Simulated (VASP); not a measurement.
# LiF in VASP: notebook

Aim: see how the results for LiF move with the level of theory and the settings. Levels: PBE, r2SCAN. Tasks: single point.

All numbers are computed with VASP 6.6.1; they aren't measurements. Logs are shortened: lines on timing, memory, paths and dates and some standing lists are left out, and cuts for length are marked.

### 1 The cell of the first run

It takes space group Fm-3m (No. 225, cubic). The conventional cell has a = 4.147 Å, b = 4.147 Å, c = 4.147 Å, α = 90.00°, β = 90.00°, γ = 90.00°. Within 2.7 Å of Li (site symmetry m-3m) lie 6 F at 2.07 Å. Within 2.7 Å of F (site symmetry m-3m) lie 6 Li at 2.07 Å.

### 2 Single point, PBE (volume scaled by 1.06)

The input, INCAR:

```
SYSTEM = LiF
  PREC = Accurate
  ENCUT = 520
  EDIFF = 1E-7
  ISMEAR = 0
  SIGMA = 0.02
  LREAL = .FALSE.
  LASPH = .TRUE.
  NELM = 100
  ALGO = Normal
  ISIF = 2
  LWAVE = .FALSE.
  LCHARG = .FALSE.
  GGA = PE
  NBANDS = 12
```

The input, KPOINTS:

```
Automatic mesh
0
G
  10 10 10
  0 0 0
```

The input, POSCAR:

```
LiF
1.0
    0.0000000000      2.0734172748      2.0734172748
    2.0734172748      0.0000000000      2.0734172748
    2.0734172748      2.0734172748      0.0000000000
Li F
1 1
Direct
    0.0000000000      0.0000000000      0.0000000000
    0.5000000000      0.5000000000      0.5000000000
```

Potentials or basis: VASP PAW PBE potentials, release 64 (Li_sv, F).

Launch:

```sh
$ cat potpaw_PBE.64/Li_sv/POTCAR potpaw_PBE.64/F/POTCAR > POTCAR
$ mpirun -np 1 vasp_std > vasp.out
```

OUTCAR:

```text
SYSTEM = LiF
   PREC = Accurate
   ENCUT = 520
   EDIFF = 1E-7
   ISMEAR = 0
   LREAL = .FALSE.
   LASPH = .TRUE.
   NELM = 100
   ISIF = 2
   GGA = PE

 ion  position               nearest neighbor table
   1  0.000  0.000  0.000-   2 2.07   2 2.07   2 2.07   2 2.07   2 2.07   2 2.07
   2  0.500  0.500  0.500-   1 2.07   1 2.07   1 2.07   1 2.07   1 2.07   1 2.07

  LATTYP: Found a face centered cubic cell.
 ALAT       =     4.1468345496

  Lattice vectors:

 A1 = (   0.0000000000,   2.0734172748,   2.0734172748)
 A2 = (   2.0734172748,   0.0000000000,   2.0734172748)
 A3 = (   2.0734172748,   2.0734172748,   0.0000000000)

Analysis of symmetry for initial positions (statically):
=====================================================================
 Subroutine PRICEL returns:
 Original cell was already a primitive cell.

 Routine SETGRP: Setting up the symmetry group for a
 face centered cubic supercell.

 Subroutine GETGRP returns: Found 48 space group operations
 (whereof 48 operations were pure point group operations)
 out of a pool of 48 trial point group operations.

The static configuration has the point symmetry O_h .

Analysis of symmetry for dynamics (positions and initial velocities):
=====================================================================
 Subroutine PRICEL returns:
 Original cell was already a primitive cell.

 Routine SETGRP: Setting up the symmetry group for a
 face centered cubic supercell.

 Subroutine GETGRP returns: Found 48 space group operations
 (whereof 48 operations were pure point group operations)
 out of a pool of 48 trial point group operations.

The dynamic configuration has the point symmetry O_h .

 Subroutine INISYM returns: Found 48 space group operations
 (whereof 48 operations are pure point group operations),
 and found     1 'primitive' translations

----------------------------------------------------------------------------------------

                                     Primitive cell

  volume of cell :      17.8275

  direct lattice vectors                    reciprocal lattice vectors
     0.000000000  2.073417275  2.073417275    -0.241147793  0.241147793  0.241147793
     2.073417275  0.000000000  2.073417275     0.241147793 -0.241147793  0.241147793
     2.073417275  2.073417275  0.000000000     0.241147793  0.241147793 -0.241147793

  length of vectors
     2.932254830  2.932254830  2.932254830     0.417680230  0.417680230  0.417680230

  position of ions in fractional coordinates (direct lattice)
     0.000000000  0.000000000  0.000000000
[... 88 lines left out ...]
   PSTRESS=    0.0 pullay stress
   NELECT =      10.0000    total number of electrons
   NUPDOWN=      -1.0000    fix difference up-down
   EMIN   =  10.00;   EMAX   =-10.00  energy-range for DOS
   EFERMI =   0.00;   METHOD = LEGACY
   ISMEAR =     0;   SIGMA  =   0.02  broadening in eV -4-tet -1-fermi 0-gaus
   EFERMI_NEDOS =   21; number of points for ismear=-14 and -15
   IALGO  =     38    algorithm
   IMIX   =      4    mixing-type and parameters
     AMIX     =   0.40;   BMIX     =  1.00
     AMIX_MAG =   1.60;   BMIX_MAG =  1.00
  volume/ion in A,a.u.               =       8.91        60.15
  Fermi-wavevector in a.u.,A,eV,Ry     =   1.350138  2.551391 24.801683  1.822872
  Thomas-Fermi vector in A             =   2.477667
   LORBIT       =      0    0 simple, 1 ext, 2 COOP (PROOUT), +10 PAW based schemes
   GGA     = PE    functional components
   LHFCALC =     F    Hartree Fock is set to
   AEXX    =    0.0000 exact exchange contribution
   IVDW    =     0    specifies the selected vdW correction
   LEPSILON=     F    determine dielectric tensor
   LRPA    =     F    only Hartree local field effects (RPA)
 non-spin polarized calculation
 Gauss-broadening in eV      SIGMA  =   0.02
  energy-cutoff  :      520.00
  volume of cell :       17.83
 maximum number of plane-waves:       531
 NGX is ok and might be reduce to    24
   NGX = 11   NGY = 11   NGZ = 11

 number of electron      10.0000011 magnetization

 Free energy of the ion-electron system (eV)
  ---------------------------------------------------
  ext. energy  EPLUGINS =         0.00000000
  ---------------------------------------------------
  free energy    TOTEN  =        -9.62990251 eV

  energy without entropy =       -9.62990251  energy(sigma->0) =       -9.62990251

 E-fermi :  -1.1865     XC(G=0):  -9.5649

 val. band max:       -1.5156725540   @ k =   0.0000   0.0000   0.0000
 cond. band min:       6.8375758658   @ k =   0.0000   0.0000   0.0000
 fundamental gap:      8.3532484198
 Fermi energy:        -1.1864638215

 k-point     1 :       0.0000    0.0000    0.0000
  band No.  band energies     occupation
      1     -42.6521      2.00000
      2     -21.2643      2.00000
      3      -1.5157      2.00000
      4      -1.5157      2.00000
      5      -1.5157      2.00000
      6       6.8376      0.00000
      7      21.3159      0.00000
      8      21.3159      0.00000
      9      21.3159      0.00000
     10      21.9532      0.00000
     11      21.9532      0.00000
     12      21.9532      0.00000
[... 331 lines left out ...]
 k-point    24 :       0.4000    0.3000    0.0000
  band No.  band energies     occupation
      1     -42.6104      2.00000
      2     -20.8224      2.00000
      3      -3.5775      2.00000
      4      -2.2814      2.00000
      5      -2.1829      2.00000
      6      10.7749      0.00000
      7      14.7260      0.00000
      8      16.1119      0.00000
      9      17.6986      0.00000
     10      18.7626      0.00000
     11      30.4584      0.00000
     12      31.8726      0.00000

 [... further k-points ...]

------------------------ aborting loop because EDIFF is reached ----------------------------------------

  FORCE on cell =-STRESS in cart. coord.  units (eV):
  Direction    XX          YY          ZZ          XY          YZ          ZX
  --------------------------------------------------------------------------------------
  -------------------------------------------------------------------------------------
  Total       -0.4300320     -0.4300320     -0.4300320     -0.0000000      0.0000000      0.0000000
  in kB      -38.6474854    -38.6474854    -38.6474854     -0.0000000      0.0000000      0.0000000
  external PRESSURE =     -38.6474854 kB  Pullay stress =       0.0000000 kB

 VOLUME and BASIS-vectors are now :
 -----------------------------------------------------------------------------
  energy-cutoff  :      520.00
  volume of cell :       17.83
      direct lattice vectors                 reciprocal lattice vectors
     0.000000000  2.073417275  2.073417275    -0.241147793  0.241147793  0.241147793
     2.073417275  0.000000000  2.073417275     0.241147793 -0.241147793  0.241147793
     2.073417275  2.073417275  0.000000000     0.241147793  0.241147793 -0.241147793

 POSITION                                       TOTAL-FORCE (eV/Angst)
 -----------------------------------------------------------------------------------
      0.00000      0.00000      0.00000        -0.000000     -0.000000      0.000000
      2.07342      2.07342      2.07342         0.000000      0.000000     -0.000000
 -----------------------------------------------------------------------------------
    total drift:                               -0.000000     -0.000000      0.000000

  FREE ENERGIE OF THE ION-ELECTRON SYSTEM (eV)
  ---------------------------------------------------
  free  energy   TOTEN  =        -9.6299025071 eV

  energy  without entropy=       -9.6299025071  energy(sigma->0) =       -9.62990251
```

Wall time 8.5 s (1 thread of Intel Xeon 6975P-C (Granite Rapids), shared host); peak memory 0.13 GiB.

What came out:

- Free energy: -9.6299 eV
- Band gap on the k mesh: 8.35 eV, direct

Levels at points of the mesh, in eV from the valence-band top:
| k point | band 3 | band 4 | band 5 | band 6 | band 7 | band 8 |
| --- | --- | --- | --- | --- | --- | --- |
| (0.00, 0.00, 0.00) | 0.00 | 0.00 | 0.00 | 8.35 | 22.83 | 22.83 |
| (0.50, 0.00, 0.00) | -2.26 | -0.20 | -0.20 | 10.32 | 15.73 | 18.20 |
| (0.50, 0.50, 0.00) | -2.65 | -0.88 | -0.88 | 14.02 | 16.05 | 16.42 |

Caveat: the cutoff is under 1.25 times the usual one of these potentials, so pressure, stress and relaxed cells hold a basis-set (Pulay) error.

### 3 Single point, PBE (volume scaled by 1.10)

The input, INCAR:

```
PREC = Accurate ; ENCUT = 520
EDIFF = 1E-6 ; ISMEAR = 0
SIGMA = 0.02 ; LREAL = F
LASPH = T ; NELM = 100
ALGO = Normal ; ISIF = 2
LWAVE = F ; LCHARG = F
GGA = PE ; NBANDS = 12
```

The input, KPOINTS:

```
Automatic mesh
0
Gamma
  10 10 10
```

The input, POSCAR:

```
LiF
1.0
    0.0000000000      2.0991766450      2.0991766450
    2.0991766450      0.0000000000      2.0991766450
    2.0991766450      2.0991766450      0.0000000000
Li F
1 1
Direct
    0.0000000000      0.0000000000      0.0000000000
    0.5000000000      0.5000000000      0.5000000000
```

Potentials or basis: VASP PAW PBE potentials, release 64 (Li_sv, F).

Launch:

```sh
$ cat potpaw_PBE.64/Li_sv/POTCAR potpaw_PBE.64/F/POTCAR > POTCAR
$ mpirun -np 1 vasp_std > vasp.out
```

It took 6.8 s on 1 thread of Intel Xeon 6975P-C (Granite Rapids), shared host; peak memory 0.13 GiB.

Results (log left out):

```
Free energy            : -9.6116 eV
Band gap on the k mesh : 8.06 eV, direct
```

Levels at points of the mesh, in eV from the valence-band top:
```
           k point  band 2  band 3  band 4  band 5  band 6  band 7  band 8  band 9
(0.00, 0.00, 0.00)  -19.66    0.00    0.00    0.00    8.07   22.36   22.36   22.36
(0.50, 0.00, 0.00)  -19.32   -2.16   -0.19   -0.19   10.14   15.32   17.91   17.91
(0.50, 0.50, 0.00)  -19.13   -2.51   -0.83   -0.83   13.69   15.87   16.01   18.82
```

Caveat: the cutoff is under 1.25 times the usual one of these potentials, so pressure, stress and relaxed cells hold a basis-set (Pulay) error. A k mesh can miss the band edges.

(Continued in part 2 of 2.)
